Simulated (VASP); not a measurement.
# Ge8H3N in VASP: a series of runs

The runs below take Ge8H3N through single point, with PBEsol.

Everything below comes from runs of VASP 6.6.1. Logs are shortened: lines on timing, memory, paths and dates and some standing lists are left out, and cuts for length are marked.

**1. The cell of the first run**

The cell holds a slab with vacuum, 24 atoms: a = 8.004 Å, b = 8.004 Å, c = 18.175 Å, α = 90.00°, β = 90.00°, γ = 60.00°.

**2. Single point, PBEsol**

File INCAR:

```
ALGO = Normal
EDIFF = 1E-7
ENCUT = 520
GGA = PS
ISIF = 2
ISMEAR = 0
LASPH = T
LCHARG = T
LELF = T
LREAL = Auto
LVHAR = T
LWAVE = F
NBANDS = 138
NELM = 60
PREC = Accurate
SIGMA = 0.05
```

File KPOINTS:

```
k-points
0
Gamma
  2 2 1
```

File POSCAR:

```
Ge8H3N
1.0
    8.0044490000      0.0000000000      0.0000000000
    4.0022240000      6.9320560000      0.0000000000
    0.0000000000      0.0000000000     18.1747530000
H Ge N
6 16 2
Direct
    0.1666666700      0.1666666700      0.0550213800
    0.6666666600      0.1666666700      0.0550213800
    0.1666666900      0.6666666600      0.0550213800
    0.6666666800      0.6666666600      0.0550213800
    0.0044040843      0.4934469569      0.4432482982
    0.5248367762      0.4801252165      0.4438695092
    0.1666666700      0.1666666700      0.1403045200
    0.6666666600      0.1666666700      0.1403045200
    0.1666666900      0.6666666600      0.1403045200
    0.6666666800      0.6666666600      0.1403045200
   -0.1676986425      0.3338653648      0.1818354328
    0.3328121663      0.3330447386      0.1847939478
   -0.1681813471      0.8334429840      0.1837648796
    0.3285409994      0.8356619348      0.1871505055
   -0.1502905317      0.3287978766      0.3151845323
    0.3563968086      0.3074056451      0.3181582898
   -0.1691663295      0.8314934576      0.3182021710
    0.3802753665      0.8239150804      0.3233402825
    0.0309445194     -0.0208381188      0.3230979908
    0.5173168420      0.0003624957      0.3912869085
    0.0174094271      0.4943582704      0.3579873227
    0.5139780063      0.4847545919      0.3584565768
    1.0517611296      0.0829968778      0.5575911496
    1.0153031495      0.0377193526      0.5057378780
```

Potentials or basis: VASP PAW PBE potentials, release 64 (H, Ge_d, N).

Started as:

```console
cat potpaw_PBE.64/H/POTCAR potpaw_PBE.64/Ge_d/POTCAR potpaw_PBE.64/N/POTCAR > POTCAR
mpirun -np 1 vasp_std > vasp.out
```

OUTCAR:

```text
EDIFF = 1E-7
   ENCUT = 520
   GGA = PS
   ISIF = 2
   ISMEAR = 0
   LASPH = T
   LREAL = Auto
   NELM = 60
   PREC = Accurate

 ion  position               nearest neighbor table
   1  0.167  0.167  0.055-   7 1.55
   2  0.667  0.167  0.055-   8 1.55
   3  0.167  0.667  0.055-   9 1.55
   4  0.667  0.667  0.055-  10 1.55
   5  0.004  0.493  0.443-  21 1.55
   6  0.525  0.480  0.444-  22 1.55
   7  0.167  0.167  0.140-   1 1.55  11 2.44  12 2.44  14 2.45
   8  0.667  0.167  0.140-   2 1.55  11 2.43  13 2.44  12 2.45
   9  0.167  0.667  0.140-   3 1.55  14 2.45  12 2.45  13 2.45
  10  0.667  0.667  0.140-   4 1.55  11 2.43  13 2.43  14 2.49
  11  0.832  0.334  0.182-  15 2.43  10 2.43   8 2.43   7 2.44
  12  0.333  0.333  0.185-  16 2.43   7 2.44   9 2.45   8 2.45
  13  0.832  0.833  0.184-  10 2.43   8 2.44  17 2.44   9 2.45
  14  0.329  0.836  0.187-   9 2.45   7 2.45  10 2.49  18 2.50
  15  0.850  0.329  0.315-  11 2.43  19 2.43  21 2.44  22 2.46
  16  0.356  0.307  0.318-  12 2.43  22 2.44  21 2.46  20 2.51
  17  0.831  0.831  0.318-  19 2.42  13 2.44  21 2.45  20 2.55
  18  0.380  0.824  0.323-  19 2.43  22 2.45  14 2.50  20 2.50
  19  0.031  0.979  0.323-  17 2.42  18 2.43  15 2.43
  20  0.517  0.000  0.391-  18 2.50  16 2.51  17 2.55
  21  0.017  0.494  0.358-   5 1.55  15 2.44  17 2.45  16 2.46
  22  0.514  0.485  0.358-   6 1.55  16 2.44  18 2.45  15 2.46
  23  0.052  0.083  0.558-  24 1.10
  24  0.015  0.038  0.506-  23 1.10

  LATTYP: Found a hexagonal cell.
 ALAT       =     8.0044485965
 C/A-ratio  =     2.2705815124

  Lattice vectors:

 A1 = (  -4.0022240000,  -6.9320560000,   0.0000000000)
 A2 = (   8.0044490000,   0.0000000000,   0.0000000000)
 A3 = (   0.0000000000,   0.0000000000,  18.1747530000)

Analysis of symmetry for initial positions (statically):
=====================================================================
 Subroutine PRICEL returns:
 Original cell was already a primitive cell.

 Routine SETGRP: Setting up the symmetry group for a
 hexagonal supercell.

 Subroutine GETGRP returns: Found  1 space group operations
 (whereof  1 operations were pure point group operations)
 out of a pool of 24 trial point group operations.

The static configuration has the point symmetry C_1 .

Analysis of symmetry for dynamics (positions and initial velocities):
=====================================================================
 Subroutine PRICEL returns:
 Original cell was already a primitive cell.

 Routine SETGRP: Setting up the symmetry group for a
 hexagonal supercell.

 Subroutine GETGRP returns: Found  1 space group operations
 (whereof  1 operations were pure point group operations)
 out of a pool of 24 trial point group operations.

The dynamic configuration has the point symmetry C_1 .

 Subroutine INISYM returns: Found  1 space group operations
 (whereof  1 operations are pure point group operations),
 and found     1 'primitive' translations

----------------------------------------------------------------------------------------

                                     Primitive cell

  volume of cell :    1008.4678

  direct lattice vectors                    reciprocal lattice vectors
     8.004449000  0.000000000  0.000000000     0.124930523 -0.072128664  0.000000000
     4.002224000  6.932056000  0.000000000     0.000000000  0.144257346  0.000000000
     0.000000000  0.000000000 18.174753000     0.000000000  0.000000000  0.055021380

  length of vectors
     8.004449000  8.004448596 18.174753000     0.144257339  0.144257346  0.055021380

  position of ions in fractional coordinates (direct lattice)
     0.166666670  0.166666670  0.055021380
     0.666666660  0.166666670  0.055021380
     0.166666690  0.666666660  0.055021380
     0.666666680  0.666666660  0.055021380
     0.004404084  0.493446957  0.443248298
     0.524836776  0.480125216  0.443869509
[... 16 lines left out ...]
     0.051761130  0.082996878  0.557591150
     0.015303149  0.037719353  0.505737878

  ion indices of the primitive-cell ions
   primitive index   ion index
                 1           1
                 2           2
                 3           3
                 4           4
                 5           5
                 6           6
[... 16 lines left out ...]
                23          23
                24          24

----------------------------------------------------------------------------------------

 KPOINTS: k-points

Automatic generation of k-mesh.
 Grid dimensions read from file:
 generate k-points for:    2    2    1

 Generating k-lattice:

  Cartesian coordinates                     Fractional coordinates (reciprocal lattice)
     0.062465262 -0.036064332  0.000000000     0.500000000 -0.000000000  0.000000000
     0.000000000  0.072128673  0.000000000     0.000000000  0.500000000  0.000000000
     0.000000000  0.000000000  0.055021380     0.000000000  0.000000000  1.000000000

  Length of vectors
     0.072128669  0.072128673  0.055021380

  Shift w.r.t. Gamma in fractional coordinates (k-lattice)
     0.000000000  0.000000000  0.000000000

 Subroutine IBZKPT returns following result:
 ===========================================

 Found      4 irreducible k-points:

 Following reciprocal coordinates:
            Coordinates               Weight
  0.000000  0.000000  0.000000      1.000000
  0.500000  0.000000  0.000000      1.000000
  0.500000  0.500000  0.000000      1.000000
  0.000000  0.500000  0.000000      1.000000
   k-points           NKPTS =      4   k-points in BZ     NKDIM =      4   number of bands    NBANDS=    138
   number of dos      NEDOS =    301   number of ions     NIONS =     24
   total plane-waves  NPLWV = 504000
   dimension x,y,z NGX =    60 NGY =   60 NGZ =  140
   dimension x,y,z NGXF=   120 NGYF=  120 NGZF=  280
   ions per type =               6  16   2
   NGX,Y,Z   is equivalent  to a cutoff of  12.46, 12.46, 12.81 a.u.
   NGXF,Y,Z  is equivalent  to a cutoff of  24.92, 24.92, 25.61 a.u.
 SYSTEM =  unknown system
   PREC   = accura    normal or accurate (medium, high low for compatibility)
   ISTART =      0    job   : 0-new  1-cont  2-samecut
   ICHARG =      2    charge: 1-file 2-atom 10-const
   ISPIN  =      1    spin polarized calculation?
   LNONCOLLINEAR =      F non collinear calculations
   LSORBIT =      F    spin-orbit coupling
   LASPH  =      T    aspherical Exc in radial PAW
   ENCUT  =  520.0 eV  38.22 Ry    6.18 a.u.  14.88 14.88 33.79*2*pi/ulx,y,z
   NELM   =     60;   NELMIN=  2; NELMDL= -5     # of ELM steps
   EDIFF  = 0.1E-06   stopping-criterion for ELM
   LREAL  =      T    real-space projection
   EDIFFG = 0.1E-05   stopping-criterion for IOM
   NSW    =      0    number of steps for IOM
   IBRION =     -1    ionic relax: 0-MD 1-quasi-New 2-CG
   NFREE  =      0    steps in history (QN), initial steepest desc. (CG)
   ISIF   =      2    stress and relaxation
   ISYM   =      2    0-nonsym 1-usesym 2-fastsym
   POTIM  = 0.5000    time-step for ionic-motion
   TEBEG  =    0.0;   TEEND  =   0.0 temperature during run
   PSTRESS=    0.0 pullay stress
   NELECT =     240.0000    total number of electrons
   NUPDOWN=      -1.0000    fix difference up-down
   EMIN   =  10.00;   EMAX   =-10.00  energy-range for DOS
   EFERMI =   0.00;   METHOD = LEGACY
   ISMEAR =     0;   SIGMA  =   0.05  broadening in eV -4-tet -1-fermi 0-gaus
   EFERMI_NEDOS =   21; number of points for ismear=-14 and -15
   IALGO  =     38    algorithm
   IMIX   =      4    mixing-type and parameters
     AMIX     =   0.40;   BMIX     =  1.00
     AMIX_MAG =   1.60;   BMIX_MAG =  1.00
  volume/ion in A,a.u.               =      42.02       283.56
  Fermi-wavevector in a.u.,A,eV,Ry     =   1.014514  1.917153 14.003633  1.029238
  Thomas-Fermi vector in A             =   2.147746
   LORBIT       =      0    0 simple, 1 ext, 2 COOP (PROOUT), +10 PAW based schemes
   GGA     = PS    functional components
   LHFCALC =     F    Hartree Fock is set to
   AEXX    =    0.0000 exact exchange contribution
   IVDW    =     0    specifies the selected vdW correction
   LEPSILON=     F    determine dielectric tensor
   LRPA    =     F    only Hartree local field effects (RPA)
 non-spin polarized calculation
 Gauss-broadening in eV      SIGMA  =   0.05
  energy-cutoff  :      520.00
  volume of cell :     1008.47
 maximum number of plane-waves:     27152
 NGX is ok and might be reduce to    60
   NGX = 29   NGY = 29   NGZ = 67

 number of electron     240.0000040 magnetization

 Free energy of the ion-electron system (eV)
  ---------------------------------------------------
  ext. energy  EPLUGINS =         0.00000000
  ---------------------------------------------------
  free energy    TOTEN  =      -111.20877288 eV

  energy without entropy =     -111.20862695  energy(sigma->0) =     -111.20869992

 E-fermi :  -0.9613     XC(G=0):  -4.8744

 val. band max:       -1.0682432776   @ k =   0.0000   0.0000   0.0000
 cond. band min:      -0.8544412536   @ k =   0.0000   0.0000   0.0000
 fundamental gap:      0.2138020240
 Fermi energy:        -0.9613422663

 k-point     1 :       0.0000    0.0000    0.0000
  band No.  band energies     occupation
      1     -25.7442      2.00000
      2     -25.6798      2.00000
      3     -25.6674      2.00000
      4     -25.6130      2.00000
      5     -25.5930      2.00000
      6     -25.4628      2.00000
[... 124 lines left out ...]
    131       1.2656      0.00000
    132       1.4986      0.00000

 k-point     2 :       0.5000    0.0000    0.0000
  band No.  band energies     occupation
      1     -25.7439      2.00000
      2     -25.6799      2.00000
      3     -25.6675      2.00000
      4     -25.6138      2.00000
      5     -25.5945      2.00000
      6     -25.4742      2.00000
[... 124 lines left out ...]
    131       2.2785      0.00000
    132       2.5355      0.00000

 k-point     3 :       0.5000    0.5000    0.0000
  band No.  band energies     occupation
      1     -25.7439      2.00000
      2     -25.6798      2.00000
      3     -25.6675      2.00000
      4     -25.6138      2.00000
      5     -25.5945      2.00000
      6     -25.4717      2.00000
[... 124 lines left out ...]
    131       2.3146      0.00000
    132       2.4516      0.00000

 k-point     4 :       0.0000    0.5000    0.0000
  band No.  band energies     occupation
      1     -25.7439      2.00000
      2     -25.6798      2.00000
      3     -25.6675      2.00000
      4     -25.6147      2.00000
      5     -25.5945      2.00000
      6     -25.4718      2.00000
[... 124 lines left out ...]
    131       2.1595      0.00000
    132       2.3255      0.00000
 [bands above 132 left out]

------------------------ aborting loop because EDIFF is reached ----------------------------------------

  FORCE on cell =-STRESS in cart. coord.  units (eV):
  Direction    XX          YY          ZZ          XY          YZ          ZX
  --------------------------------------------------------------------------------------
  -------------------------------------------------------------------------------------
  Total        0.5546086      1.4929796      1.3378829      2.0848395      0.5418107      0.6150191
  in kB        0.8811202      2.3719331      2.1255273      3.3122354      0.8607879      0.9770958
  external PRESSURE =       1.7928602 kB  Pullay stress =       0.0000000 kB

 VOLUME and BASIS-vectors are now :
 -----------------------------------------------------------------------------
  energy-cutoff  :      520.00
  volume of cell :     1008.47
      direct lattice vectors                 reciprocal lattice vectors
     8.004449000  0.000000000  0.000000000     0.124930523 -0.072128664  0.000000000
     4.002224000  6.932056000  0.000000000     0.000000000  0.144257346  0.000000000
     0.000000000  0.000000000 18.174753000     0.000000000  0.000000000  0.055021380

 POSITION                                       TOTAL-FORCE (eV/Angst)
 -----------------------------------------------------------------------------------
      2.00111      1.15534      1.00000         0.019596     -0.064637      0.006750
      6.00334      1.15534      1.00000         0.038278     -0.015507     -0.002376
      4.00222      4.62137      1.00000         0.059342      0.021432     -0.027009
      8.00445      4.62137      1.00000        -0.050223      0.040594     -0.075971
      2.01014      3.42060      8.05593         0.002028      0.000714     -0.017677
      6.12260      3.32825      8.06722        -0.002712      0.002312     -0.019158
[... 16 lines left out ...]
      0.74649      0.57534     10.13408         0.794945      0.530047      1.589893
      0.27345      0.26147      9.19166        -0.797030     -0.528776     -1.589247
 -----------------------------------------------------------------------------------
    total drift:                                0.004684     -0.002016     -0.012360

  FREE ENERGIE OF THE ION-ELECTRON SYSTEM (eV)
  ---------------------------------------------------
  free  energy   TOTEN  =      -111.2087728839 eV

  energy  without entropy=     -111.2086269526  energy(sigma->0) =     -111.20869992
```

Run time: 23 min. Hardware: 1 thread of Intel Xeon Platinum 8259CL at 2.50GHz (Skylake/Cascade Lake), shared host; peak memory 1.1 GiB.

Results:

```
Free energy            : -111.2088 eV
Largest force          : 1.855 eV/Å
Band gap on the k mesh : 0.21 eV
```

Forces on the atoms (eV/Å):
```
H    0.020 -0.065  0.007
H    0.038 -0.016 -0.002
H    0.059  0.021 -0.027
H   -0.050  0.041 -0.076
H    0.002  0.001 -0.018
H   -0.003  0.002 -0.019
Ge   0.093  0.037 -0.046
Ge  -0.016 -0.052 -0.012
Ge  -0.027 -0.085  0.150
Ge  -0.096  0.106  0.006
Ge  -0.005  0.008  0.002
Ge  -0.001 -0.007  0.006
Ge  -0.013  0.002 -0.002
Ge  -0.005  0.008 -0.011
Ge   0.005 -0.005 -0.011
Ge   0.003  0.012 -0.010
Ge   0.010 -0.003 -0.009
Ge  -0.004 -0.006  0.006
Ge  -0.006  0.008  0.024
Ge   0.000 -0.002  0.002
Ge  -0.006 -0.006  0.021
Ge   0.003 -0.001  0.021
N    0.795  0.530  1.590
N   -0.797 -0.529 -1.589
```

Levels at points of the mesh, in eV from the valence-band top:
```tsv
k point	band 116	band 117	band 118	band 119	band 120	band 121	band 122	band 123	band 124	band 125
(0.00, 0.00, 0.00)	-0.99	-0.70	-0.63	-0.13	0.00	0.21	0.97	1.12	1.30	1.37
(0.50, 0.00, 0.00)	-1.56	-1.56	-0.83	-0.71	-0.61	0.72	1.74	1.82	2.05	2.13
(0.50, 0.50, 0.00)	-1.63	-1.55	-0.83	-0.64	-0.59	0.67	1.75	1.94	2.03	2.15
(0.00, 0.50, 0.00)	-1.60	-1.59	-0.78	-0.68	-0.64	0.63	1.73	1.90	2.00	2.18
```

Caveat: the k points lie up to 0.45 Å⁻¹ apart; the standard files for N, O and F lose accuracy on very short bonds; there is no dipole correction, which matters where the two faces differ; semilocal functionals underestimate gaps, and a narrow one can read as zero; the PAW data sets were made with another functional, which shifts forces and pressure a little.

(Part 1 of 2 ends here.)
